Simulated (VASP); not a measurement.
# TiS2 (P-3m1) in VASP: a series of runs

The runs below take TiS2 through relaxation of shape and atoms at fixed volume, single point, with PBE+D3(BJ).

All numbers are computed with VASP 6.6.1; they aren't measurements. Logs are shortened: lines on timing, memory, paths and dates and some standing lists are left out, and cuts for length are marked.

### Step 1. The cell of the first run

It takes space group P-3m1 (No. 164, trigonal). The conventional cell has a = 3.278 Å, b = 3.278 Å, c = 5.280 Å, α = 90.00°, β = 90.00°, γ = 120.00°. Within 3.1 Å of Ti (site symmetry -3m) lie 6 S at 2.37 Å. Within 3.1 Å of S (site symmetry 3m) lie 3 Ti at 2.37 Å and 3 S at 3.09 Å.

### Step 2. Relaxation of shape and atoms at fixed volume, PBE+D3(BJ) (volume scaled by 0.91)

File INCAR:

```
  PREC = Accurate
  ENCUT = 500
  EDIFF = 1E-7
  ISMEAR = 0
  SIGMA = 0.1
  LREAL = F
  LASPH = T
  NELM = 120
  ALGO = Normal
  ISIF = 4
  LWAVE = F
  LCHARG = F
  GGA = PE
  IVDW = 12
  IBRION = 2
  NSW = 50
  EDIFFG = -0.01
  GGA_COMPAT = F
  NELMIN = 4
```

File KPOINTS:

```
regular mesh
0
Gamma
  15 15 8
```

File POSCAR:

```
TiS2
1.0
    3.2779101915      0.0000000000      0.0000000000
   -1.6389550958      2.8387534972      0.0000000000
    0.0000000000      0.0000000000      5.2797769388
Ti S
1 2
Direct
    0.0000000000      0.0000000000      0.0000000000
    0.3333333333      0.6666666667      0.2688874798
    0.6666666667      0.3333333333      0.7311125202
```

Potentials or basis: VASP PAW PBE potentials, release 64 (Ti_sv, S).

On the command line:

```
cat potpaw_PBE.64/Ti_sv/POTCAR potpaw_PBE.64/S/POTCAR > POTCAR
mpirun -np 1 vasp_std > vasp.out
```

OUTCAR:

```text
PREC = Accurate
   ENCUT = 500
   EDIFF = 1E-7
   ISMEAR = 0
   LREAL = F
   LASPH = T
   NELM = 120
   ISIF = 4
   GGA = PE
   IVDW = 12
   IBRION = 2
   NSW = 50
   EDIFFG = -0.01
   NELMIN = 4
 IVDW          = 12

 ion  position               nearest neighbor table
   1  0.000  0.000  0.000-   2 2.37   3 2.37   3 2.37   2 2.37   3 2.37   2 2.37
   2  0.333  0.667  0.269-   1 2.37   1 2.37   1 2.37
   3  0.667  0.333  0.731-   1 2.37   1 2.37   1 2.37

  LATTYP: Found a hexagonal cell.
 ALAT       =     3.2779101915
 C/A-ratio  =     1.6107143364

  Lattice vectors:

 A1 = (   3.2779101915,   0.0000000000,   0.0000000000)
 A2 = (  -1.6389550958,   2.8387534972,   0.0000000000)
 A3 = (   0.0000000000,   0.0000000000,   5.2797769388)

Analysis of symmetry for initial positions (statically):
=====================================================================
 Subroutine PRICEL returns:
 Original cell was already a primitive cell.

 Routine SETGRP: Setting up the symmetry group for a
 hexagonal supercell.

 Subroutine GETGRP returns: Found 12 space group operations
 (whereof 12 operations were pure point group operations)
 out of a pool of 24 trial point group operations.

The static configuration has the point symmetry D_3d.

Analysis of symmetry for dynamics (positions and initial velocities):
=====================================================================
 Subroutine PRICEL returns:
 Original cell was already a primitive cell.

 Routine SETGRP: Setting up the symmetry group for a
 hexagonal supercell.

 Subroutine GETGRP returns: Found 12 space group operations
 (whereof 12 operations were pure point group operations)
 out of a pool of 24 trial point group operations.

The dynamic configuration has the point symmetry D_3d.

 Subroutine INISYM returns: Found 12 space group operations
 (whereof 12 operations are pure point group operations),
 and found     1 'primitive' translations

----------------------------------------------------------------------------------------

                                     Primitive cell

  volume of cell :      49.1293

  direct lattice vectors                    reciprocal lattice vectors
     3.277910192  0.000000000  0.000000000     0.305072422  0.176133645  0.000000000
    -1.638955096  2.838753497  0.000000000     0.000000000  0.352267289  0.000000000
     0.000000000  0.000000000  5.279776939     0.000000000  0.000000000  0.189401941

  length of vectors
[... 67 lines left out ...]
   number of dos      NEDOS =    301   number of ions     NIONS =      3
   total plane-waves  NPLWV =  23040
   dimension x,y,z NGX =    24 NGY =   24 NGZ =   40
   dimension x,y,z NGXF=    48 NGYF=   48 NGZF=   80
   ions per type =               1   2
   NGX,Y,Z   is equivalent  to a cutoff of  12.17, 12.17, 12.59 a.u.
   NGXF,Y,Z  is equivalent  to a cutoff of  24.34, 24.34, 25.19 a.u.
 SYSTEM =  unknown system
   PREC   = accura    normal or accurate (medium, high low for compatibility)
   ISTART =      0    job   : 0-new  1-cont  2-samecut
   ICHARG =      2    charge: 1-file 2-atom 10-const
   ISPIN  =      1    spin polarized calculation?
   LNONCOLLINEAR =      F non collinear calculations
   LSORBIT =      F    spin-orbit coupling
   LASPH  =      T    aspherical Exc in radial PAW
   ENCUT  =  500.0 eV  36.75 Ry    6.06 a.u.   5.98  5.98  9.63*2*pi/ulx,y,z
   NELM   =    120;   NELMIN=  4; NELMDL= -5     # of ELM steps
   EDIFF  = 0.1E-06   stopping-criterion for ELM
   LREAL  =      F    real-space projection
   EDIFFG = -.1E-01   stopping-criterion for IOM
   NSW    =     50    number of steps for IOM
   IBRION =      2    ionic relax: 0-MD 1-quasi-New 2-CG
   NFREE  =      1    steps in history (QN), initial steepest desc. (CG)
   ISIF   =      4    stress and relaxation
   ISYM   =      2    0-nonsym 1-usesym 2-fastsym
   POTIM  = 0.5000    time-step for ionic-motion
   TEBEG  =    0.0;   TEEND  =   0.0 temperature during run
   PSTRESS=    0.0 pullay stress
   NELECT =      24.0000    total number of electrons
   NUPDOWN=      -1.0000    fix difference up-down
   EMIN   =  10.00;   EMAX   =-10.00  energy-range for DOS
   EFERMI =   0.00;   METHOD = LEGACY
   ISMEAR =     0;   SIGMA  =   0.10  broadening in eV -4-tet -1-fermi 0-gaus
   EFERMI_NEDOS =   21; number of points for ismear=-14 and -15
   IALGO  =     38    algorithm
   IMIX   =      4    mixing-type and parameters
     AMIX     =   0.40;   BMIX     =  1.00
     AMIX_MAG =   1.60;   BMIX_MAG =  1.00
  volume/ion in A,a.u.               =      16.38       110.51
  Fermi-wavevector in a.u.,A,eV,Ry     =   1.289333  2.436486 22.618052  1.662380
  Thomas-Fermi vector in A             =   2.421232
   LORBIT       =      0    0 simple, 1 ext, 2 COOP (PROOUT), +10 PAW based schemes
   GGA     = PE    functional components
   LHFCALC =     F    Hartree Fock is set to
   AEXX    =    0.0000 exact exchange contribution
   IVDW    =    12    specifies the selected vdW correction
   LEPSILON=     F    determine dielectric tensor
   LRPA    =     F    only Hartree local field effects (RPA)
 conjugate gradient relaxation of ions
 non-spin polarized calculation
 Gauss-broadening in eV      SIGMA  =   0.10
  energy-cutoff  :      500.00
  volume of cell :       49.13
 maximum number of plane-waves:      1272
   NGX = 11   NGY = 11   NGZ = 19

--------------------------------------- Ionic step        1  -------------------------------------------

 number of electron      23.9999991 magnetization

 Free energy of the ion-electron system (eV)
  ---------------------------------------------------
  ext. energy  EPLUGINS =         0.00000000
  ---------------------------------------------------
  free energy    TOTEN  =       -19.66474862 eV

  energy without entropy =      -19.66211944  energy(sigma->0) =      -19.66343403

------------------------ aborting loop because EDIFF is reached ----------------------------------------

 Edisp (eV)   -1.35753

 E8    (eV) :    -0.5507
[... 155 lines left out ...]
--------------------------------------- Ionic step        5  -------------------------------------------

 number of electron      23.9999994 magnetization

 Free energy of the ion-electron system (eV)
  ---------------------------------------------------
  ext. energy  EPLUGINS =         0.00000000
  ---------------------------------------------------
  free energy    TOTEN  =       -19.67327857 eV

  energy without entropy =      -19.67035515  energy(sigma->0) =      -19.67181686

 E-fermi :   7.3136     XC(G=0): -10.9671

 val. band max:        7.3088106000   @ k =   0.4667   0.0000   0.3750
 cond. band min:       7.3266365884   @ k =   0.4667   0.0667   0.5000
 fundamental gap:      0.0178259883
 Fermi energy:         7.3136271435

 k-point     1 :       0.0000    0.0000    0.0000
  band No.  band energies     occupation
      1     -50.0142      2.00000
      2     -26.2726      2.00000
      3     -26.2025      2.00000
      4     -26.2025      2.00000
      5      -7.2395      2.00000
      6      -4.8261      2.00000
[... 433 lines left out ...]
      3     -26.2900      2.00000
      4     -26.2280      2.00000
      5      -4.9149      2.00000
      6      -4.7933      2.00000
[... 8 lines left out ...]
     15       9.5929      0.00000
     16      10.7291      0.00000

 [... further k-points ...]

------------------------ aborting loop because EDIFF is reached ----------------------------------------

 Edisp (eV)   -1.35849

 E8    (eV) :    -0.5512
[... 26 lines left out ...]
  FREE ENERGIE OF THE ION-ELECTRON SYSTEM (eV)
  ---------------------------------------------------
  free  energy   TOTEN  =       -21.0317687008 eV

  energy  without entropy=      -21.0288452834  energy(sigma->0) =      -21.03030699

 reached required accuracy - stopping structural energy minimisation
```

CONTCAR:

```text
TiS2
   1.00000000000000
     3.2827579405006708   -0.0000000000060840   -0.0000000000000000
    -1.6413789703056780    2.8429517709966641    0.0000000000000000
     0.0000000000000000    0.0000000000000000    5.2641948365664213
  Ti              S
     1     2
Direct
     0.0000000000000000    0.0000000000000000    0.0000000000000000
     0.3333333332999970    0.6666666667000030    0.2736534518143810
     0.6666666667000030    0.3333333332999970    0.7263465481856189

  0.00000000E+00  0.00000000E+00  0.00000000E+00
  0.00000000E+00  0.00000000E+00  0.00000000E+00
  0.00000000E+00  0.00000000E+00  0.00000000E+00
```

It took 4.1 min on 1 thread of Intel Xeon Platinum 8559C (Emerald Rapids), shared host; peak memory 0.28 GiB.

Results:

| Property | Result |
| --- | --- |
| Free energy | -21.0318 eV |
| Energy gained by relaxing | 3.2 meV/atom |
| Ionic steps | 5 |
| Pressure after relaxing | 5.5 GPa |
| Band gap on the k mesh | zero (band 12 reaches 7.91 eV, above the bottom of band 13 at 7.11 eV) |
| Dispersion energy per atom | -0.453 eV |

The path:
| step | energy change (eV) | largest force (eV/Å) | pressure (GPa) | volume (Å³) |
| --- | --- | --- | --- | --- |
| 1 | 0.0000 | 0.3877 | 7.41 | 49.13 |
| 2 | -0.0086 | 0.0758 | 5.92 | 49.13 |
| 3 | -0.0089 | 0.0088 | 5.61 | 49.13 |
| 4 | -0.0094 | 0.0046 | 5.54 | 49.13 |
| 5 | -0.0095 | 0.0007 | 5.49 | 49.13 |

Final structure:
```yaml
crystal:
  lattice:
    - [3.28276, 0.00000, 0.00000]
    - [-1.64138, 2.84295, 0.00000]
    - [0.00000, 0.00000, 5.26419]
  atoms:
    - { symbol: Ti, position: [0.00000, 0.00000, 0.00000] }
    - { symbol: S, position: [0.33333, 0.66667, 0.27365] }
    - { symbol: S, position: [0.66667, 0.33333, 0.72635] }
```

Levels at points of the mesh, in eV from the Fermi level:
```tsv
k point	band 8	band 9	band 10	band 11	band 12	band 13	band 14	band 15	band 16
(0.00, 0.00, 0.00)	-2.76	-2.76	0.35	0.35	0.60	0.67	0.67	0.85	3.44
(0.00, 0.00, 0.50)	-3.13	-2.63	-2.63	-0.12	-0.12	0.62	0.62	1.78	4.19
```

Caveat: the cell differs from its parent crystal (volume scaled by 0.91); pairwise dispersion overbinds metals, which lowers pressure and volume.

### Step 3. Single point, PBE+D3(BJ)

This run uses another cell than the first one, of 18.00 Å³/atom, 1.099 times its volume.

File INCAR:

```
ALGO     = Normal         # electronic algorithm
EDIFF    = 1E-6           # SCF threshold, eV
ENCUT    = 500            # plane-wave cutoff, eV
GGA      = PE             # functional
GGA_COMPAT= False        
ISIF     = 2              # what is computed and relaxed
ISMEAR   = 0              # smearing method
IVDW     = 12             # dispersion correction
LASPH    = True           # aspherical terms in the spheres
LCHARG   = False          # write CHGCAR
LREAL    = False          # projectors in reciprocal space
LWAVE    = False          # write WAVECAR
NBANDS   = 19             # bands
NELM     = 120            # most SCF steps
PREC     = Accurate       # precision mode
SIGMA    = 0.1            # smearing width, eV
```

File KPOINTS:

```
k-points
0
Gamma
  15 15 8
```

File POSCAR:

```
TiS2
1.0
    3.3605463364      0.0000000000      0.0000000000
   -1.6802731682      2.9103184979      0.0000000000
    0.0000000000      0.0000000000      5.5201198574
Ti S
1 2
Direct
    0.0000000000      0.0000000000      0.0000000000
    0.3333333333      0.6666666667      0.2586701182
    0.6666666667      0.3333333333      0.7413298818
```

Potentials or basis: VASP PAW PBE potentials, release 64 (Ti_sv, S).

On the command line:

```
cat potpaw_PBE.64/Ti_sv/POTCAR potpaw_PBE.64/S/POTCAR > POTCAR
mpirun -np 1 vasp_std > vasp.out
```

It took 1.9 min on 1 thread of Intel Xeon Platinum 8488C (Sapphire Rapids), shared host; peak memory 0.31 GiB.

Results (log left out):

| Property | Result |
| --- | --- |
| Free energy | -21.1068 eV |
| Pressure | 0.0 GPa |
| Band gap on the k mesh | zero (band 12 reaches 6.31 eV, above the bottom of band 13 at 6.04 eV) |
| Dispersion energy per atom | -0.410 eV |

Forces in eV/Å, atoms in the order of the input:
```
Ti   0.000  0.000  0.000
S    0.000  0.000  0.003
S    0.000  0.000 -0.003
```

Stress tensor (GPa, compression positive):
```
-0.06  0.00  0.00
 0.00 -0.06  0.00
 0.00  0.00  0.08
```

Levels at points of the mesh, in eV from the Fermi level:
```csv
k point,band 10,band 11,band 12,band 13,band 14,band 15
"(0.00, 0.00, 0.00)",0.17,0.17,0.17,0.55,0.55,0.89
"(0.00, 0.00, 0.50)",-2.70,-0.09,-0.09,0.52,0.52,1.59
```

Caveat: pairwise dispersion overbinds metals, which lowers pressure and volume.

### Step 4. Single point, PBE+D3(BJ) (volume scaled by 1.03, then relaxed in part)

File INCAR:

```
SYSTEM = TiS2
PREC = Accurate ; ENCUT = 500
EDIFF = 1E-6 ; ISMEAR = 0
SIGMA = 0.1 ; LREAL = .False.
LASPH = .True. ; NELM = 120
ALGO = Normal ; ISIF = 2
LWAVE = .False. ; LCHARG = .True.
GGA = PE ; IVDW = 12
LELF = .True. ; LVHAR = .True.
NBANDS = 19 ; GGA_COMPAT = .False.
```

File KPOINTS:

```
regular mesh
0
Gamma
  15 15 8
  0 0 0
```

File POSCAR:

```
TiS2
1.0
    3.3766113358      0.0000000000      0.0000000000
   -1.6883056679      2.9242311955      0.0000000000
    0.0000000000      0.0000000000      5.6317498999
Ti S
1 2
Direct
    0.0000000000      0.0000000000      0.0000000000
    0.3333333333      0.6666666667      0.2531992068
    0.6666666667      0.3333333333      0.7468007932
```

Potentials or basis: VASP PAW PBE potentials, release 64 (Ti_sv, S).

On the command line:

```
cat potpaw_PBE.64/Ti_sv/POTCAR potpaw_PBE.64/S/POTCAR > POTCAR
mpirun -np 1 vasp_std > vasp.out
```

OUTCAR:

```text
SYSTEM = TiS2
   PREC = Accurate
   ENCUT = 500
   EDIFF = 1E-6
   ISMEAR = 0
   LREAL = .False.
   LASPH = .True.
   NELM = 120
   ISIF = 2
   GGA = PE
   IVDW = 12
 IVDW          = 12

 ion  position               nearest neighbor table
   1  0.000  0.000  0.000-   2 2.42   3 2.42   2 2.42   3 2.42   3 2.42   2 2.42
   2  0.333  0.667  0.253-   1 2.42   1 2.42   1 2.42
   3  0.667  0.333  0.747-   1 2.42   1 2.42   1 2.42

  LATTYP: Found a hexagonal cell.
 ALAT       =     3.3766113358
 C/A-ratio  =     1.6678703410

  Lattice vectors:

 A1 = (   3.3766113358,   0.0000000000,   0.0000000000)
 A2 = (  -1.6883056679,   2.9242311955,   0.0000000000)
 A3 = (   0.0000000000,   0.0000000000,   5.6317498999)

Analysis of symmetry for initial positions (statically):
=====================================================================
 Subroutine PRICEL returns:
 Original cell was already a primitive cell.

 Routine SETGRP: Setting up the symmetry group for a
 hexagonal supercell.

 Subroutine GETGRP returns: Found 12 space group operations
 (whereof 12 operations were pure point group operations)
[... 164 lines left out ...]

  energy without entropy =      -19.90846813  energy(sigma->0) =      -19.90949843

 E-fermi :   5.7764     XC(G=0): -10.2655

 val. band max:        5.7657832869   @ k =   0.0000   0.4000   0.3750
 cond. band min:       5.8082478996   @ k =   0.0667   0.0000   0.0000
 fundamental gap:      0.0424646127
 Fermi energy:         5.7763877150

 k-point     1 :       0.0000    0.0000    0.0000
  band No.  band energies     occupation
      1     -51.8042      2.00000
      2     -28.0346      2.00000
      3     -27.9852      2.00000
      4     -27.9852      2.00000
      5      -8.1037      2.00000
      6      -6.3372      2.00000
[... 505 lines left out ...]
      6      -6.1730      2.00000
[... 11 lines left out ...]
     18      12.6897      0.00000
     19      14.4329      0.00000

 [... further k-points ...]

------------------------ aborting loop because EDIFF is reached ----------------------------------------

 Edisp (eV)   -1.19117

 E8    (eV) :    -0.4827

  FORCE on cell =-STRESS in cart. coord.  units (eV):
  Direction    XX          YY          ZZ          XY          YZ          ZX
  --------------------------------------------------------------------------------------
  -------------------------------------------------------------------------------------
  Total      -0.36320    -0.36320    -0.31752     0.00000    -0.00000     0.00000
  in kB     -10.46445   -10.46445    -9.14851     0.00000    -0.00000     0.00000
  external pressure =      -10.03 kB  Pullay stress =        0.00 kB

 VOLUME and BASIS-vectors are now :
 -----------------------------------------------------------------------------
  energy-cutoff  :      500.00
  volume of cell :       55.61
      direct lattice vectors                 reciprocal lattice vectors
     3.376611336  0.000000000  0.000000000     0.296154902  0.170985113  0.000000000
    -1.688305668  2.924231195  0.000000000     0.000000000  0.341970225  0.000000000
     0.000000000  0.000000000  5.631749900     0.000000000  0.000000000  0.177564703

 POSITION                                       TOTAL-FORCE (eV/Angst)
 -----------------------------------------------------------------------------------
      0.00000      0.00000      0.00000         0.000000      0.000000      0.000000
     -0.00000      1.94949      1.42595         0.000000     -0.000000      0.000882
      1.68831      0.97474      4.20580        -0.000000      0.000000     -0.000882
 -----------------------------------------------------------------------------------
    total drift:                                0.000000      0.000000     -0.000000

  FREE ENERGIE OF THE ION-ELECTRON SYSTEM (eV)
  ---------------------------------------------------
  free  energy   TOTEN  =       -21.1016940200 eV

  energy  without entropy=      -21.0996334255  energy(sigma->0) =      -21.10066372
```

stdout:

```text
POSCAR found type information on POSCAR TiS
 POSCAR found :  2 types and       3 ions
 scaLAPACK will be used
 LDA part: xc-table for (Slater+PW92), standard interpolation
 POSCAR, INCAR and KPOINTS ok, starting setup
 FFT: planning ... GRIDC
 FFT: planning ... GRID_SOFT
 FFT: planning ... GRID
 WAVECAR not read
 entering main loop
```

It took 1.9 min on 1 thread of Intel Xeon Platinum 8488C (Sapphire Rapids), shared host; peak memory 0.31 GiB.

What came out:

| Item | Value |
| --- | --- |
| Free energy | -21.1017 eV |
| Pressure | -1.0 GPa |
| Band gap on the k mesh | zero (band 12 reaches 5.92 eV, above the bottom of band 13 at 5.71 eV) |
| Dispersion energy per atom | -0.397 eV |

Stress tensor (GPa, compression positive):
```
-1.05  0.00  0.00
 0.00 -1.05  0.00
 0.00  0.00 -0.91
```

Caveat: the cell differs from its parent crystal (volume scaled by 1.03, then relaxed in part); pairwise dispersion overbinds metals, which lowers pressure and volume.

### Step 5. The runs side by side

| task | cell | gap on the mesh (eV) | pressure (GPa) |
| --- | --- | --- | --- |
| relaxation of shape and atoms at fixed volume | relaxed from a = 3.278, b = 3.278, c = 5.280 Å, angles 90.0, 90.0, 120.0°, 3 atoms | none | 5.5 |
| single point | a = 3.361, b = 3.361, c = 5.520 Å, angles 90.0, 90.0, 120.0°, 3 atoms | none | 0.0 |
| single point | a = 3.377, b = 3.377, c = 5.632 Å, angles 90.0, 90.0, 120.0°, 3 atoms | none | -1.0 |

Alike in all rows: level PBE+D3(BJ); potentials or basis VASP PAW PBE potentials, release 64 (Ti_sv, S); no spin polarisation; k mesh 15 × 15 × 8; cutoff (eV) 500; smearing gaussian 0.1 eV.

Caveats: pairwise dispersion overbinds metals, which lowers pressure and volume.

Total energies depend on the potentials used, so only differences within one code and one set of settings carry meaning.
